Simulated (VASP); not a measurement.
Set up this calculation in VASP 6.6.1, as the native input.

```
Task                   : single point
Functional             : PBEsol
Potentials or basis    : VASP PAW PBE potentials, release 64 (Fe_sv, O)
Cutoff                 : 600 eV
k mesh                 : 9 × 9 × 9
Occupations            : fermi-dirac, width 0.05 eV
Spin                   : collinear spin, ferromagnetic start
Starting moments       : [3.0, 0.0] μB
Dipole correction      : no
Further INCAR settings : ALGO = Normal; EDIFF = 1e-06; NBANDS = 22
```

The structure of FeO lies in POSCAR:

```
FeO
1.0
    0.0000000000      2.2416160000      2.1554000000
    2.2416160000      0.0000000000      2.1554000000
    2.2416160000      2.2416160000      0.0000000000
Fe O
1 1
Direct
    0.0000000000      0.0000000000      0.0000000000
    0.5000000000      0.5000000000      0.5000000000
```

One way to write it, as run:

INCAR

```
SYSTEM = FeO
  PREC = Accurate
  ENCUT = 600
  EDIFF = 1E-6
  ISMEAR = -1
  SIGMA = 0.05
  LREAL = .False.
  LASPH = .True.
  NELM = 200
  ALGO = Normal
  ISIF = 2
  LWAVE = .False.
  LCHARG = .False.
  ISPIN = 2
  MAGMOM = 3 0
  LORBIT = 11
  LMAXMIX = 4
  GGA = PS
  NBANDS = 22
  GGA_COMPAT = .False.
```

KPOINTS

```
Automatic mesh
0
Gamma
  9 9 9
  0 0 0
```

Potentials or basis: VASP PAW PBE potentials, release 64 (Fe_sv, O).

Launch:

```console
$ cat potpaw_PBE.64/Fe_sv/POTCAR potpaw_PBE.64/O/POTCAR > POTCAR
$ mpirun -np 1 vasp_std > vasp.out
```

Results of the run:

```json
{"Pressure": "-21.2 GPa", "Band gap on the k mesh": "zero (filled and empty bands overlap)", "Net moment": "4.00 μB per cell", "Site moments": "Fe +3.47; O +0.28 μB", "Valence electrons inside the program's atomic spheres": "Fe 13.58; O 4.93"}
```

Caveat: the cell stands under tension; the PAW data sets were made with another functional, which shifts forces and pressure a little; a cell with one magnetic atom can't hold antiferromagnetic order, which such compounds often take; semilocal functionals often make such compounds metallic where correlation or magnetic order opens a gap, which also shifts bond lengths.

It took 47 s on 1 thread of Intel(R) Xeon(R) 6975P-C (Granite Rapids) (shared host), peak memory 0.21 GiB.
